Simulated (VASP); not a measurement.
A run of VASP 6.6.1 is set up as follows.

The input POSCAR:

```
FeGe
1.0
    3.0161690670      0.0000000000      0.0000000000
    0.0000000000      3.0161690670      0.0000000000
    0.0000000000      0.0000000000      3.0161690670
Fe Ge
1 1
Direct
    0.0000000000      0.0000000000      0.0000000000
    0.4633440200      0.4507515000      0.4535288900
```

The input INCAR.step1:

```
PREC = Accurate
ENCUT = 520
ISMEAR = 0
SIGMA = 0.05
LREAL = F
LASPH = T
NELM = 150
ISPIN = 2
MAGMOM = 4 0
LMAXMIX = 4
NBANDS = 22
GGA = PE
ALGO = Normal
EDIFF = 1E-4
LWAVE = T
LCHARG = F
```

Contents of INCAR.step2:

```
PREC = Accurate
ENCUT = 520
EDIFF = 1E-7
ISMEAR = 0
SIGMA = 0.05
LREAL = F
LASPH = T
NELM = 150
ALGO = Normal
ISIF = 2
LWAVE = F
LCHARG = T
ISPIN = 2
MAGMOM = 4 0
LORBIT = 11
LMAXMIX = 4
METAGGA = R2SCAN
LMIXTAU = T
LELF = T
LVHAR = T
NBANDS = 22
ISTART = 1
```

The input KPOINTS:

```
regular mesh
0
Gamma
  3 3 3
```

Potentials or basis: VASP PAW PBE potentials, release 64 (Fe, Ge_d).

The run is started by

```sh
$ cat potpaw_PBE.64/Fe/POTCAR potpaw_PBE.64/Ge_d/POTCAR > POTCAR
$ cp INCAR.step1 INCAR
$ mpirun -np 1 vasp_std > vasp.out
$ cp INCAR.step2 INCAR
$ mpirun -np 1 vasp_std > vasp.out
```

Q: What does it give for the largest force?

A: 0.944 eV/Å.

Q: What does it give for the net moment?

A: 1.93 μB per cell.

Q: Estimate the site moments.

A: Fe +1.97; Ge -0.01 μB.

Q: Predict the pressure.

A: -4.8 GPa.

Forces in eV/Å, atoms in the order of the input:
```
Fe  -0.461 -0.596 -0.568
Ge   0.461  0.596  0.568
```

Caveat: the k points lie up to 0.69 Å⁻¹ apart; the PAW data sets were made with another functional, which shifts forces and pressure a little.
